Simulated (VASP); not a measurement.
Input of a VASP 6.6.1 run:

POSCAR

```
SnSe
1.0
    0.0000000000      3.1605000000      3.0100000000
    3.1605000000      0.0000000000      3.0100000000
    3.1605000000      3.1605000000      0.0000000000
Sn Se
1 1
Direct
    0.0000000000      0.0000000000      0.0000000000
    0.5000000000      0.5000000000      0.5000000000
```

INCAR.step1

```
SYSTEM = SnSe
PREC = Accurate
ENCUT = 520
ISMEAR = 0
SIGMA = 0.05
LREAL = .FALSE.
LASPH = .TRUE.
NELM = 100
NBANDS = 17
GGA = PE
ALGO = Normal
EDIFF = 1E-4
LWAVE = .TRUE.
LCHARG = .FALSE.
```

File INCAR.step2:

```
SYSTEM = SnSe
PREC = Accurate
ENCUT = 520
EDIFF = 1E-6
ISMEAR = 0
SIGMA = 0.05
LREAL = .FALSE.
LASPH = .TRUE.
NELM = 100
ALGO = Normal
ISIF = 2
LWAVE = .FALSE.
LCHARG = .FALSE.
METAGGA = R2SCAN
LMIXTAU = .TRUE.
NBANDS = 17
ISTART = 1
```

The input KPOINTS:

```
Automatic mesh
0
G
  10 10 10
  0 0 0
```

Potentials or basis: VASP PAW PBE potentials, release 64 (Sn_d, Se).

Run with:

```console
$ cat potpaw_PBE.64/Sn_d/POTCAR potpaw_PBE.64/Se/POTCAR > POTCAR
$ cp INCAR.step1 INCAR
$ mpirun -np 1 vasp_std > vasp.out
$ cp INCAR.step2 INCAR
$ mpirun -np 1 vasp_std > vasp.out
```

Task: What does it give for the band gap on the k mesh?

Result: 0.11 eV.

Task: Estimate the pressure.

Result: -4.0 GPa.

Stress tensor (GPa, compression positive):
```
-5.34  0.00  0.00
 0.00 -5.34  0.00
 0.00  0.00 -1.21
```

Caveat: the cell differs from its parent crystal (strain +0.050 along x and y, +0.000 along z); the cell stands under tension; semilocal functionals underestimate gaps, and a narrow one can read as zero; the PAW data sets were made with another functional, which shifts forces and pressure a little; spin-orbit coupling is left out, which moves the levels of the heavy elements. A k mesh can miss the band edges.
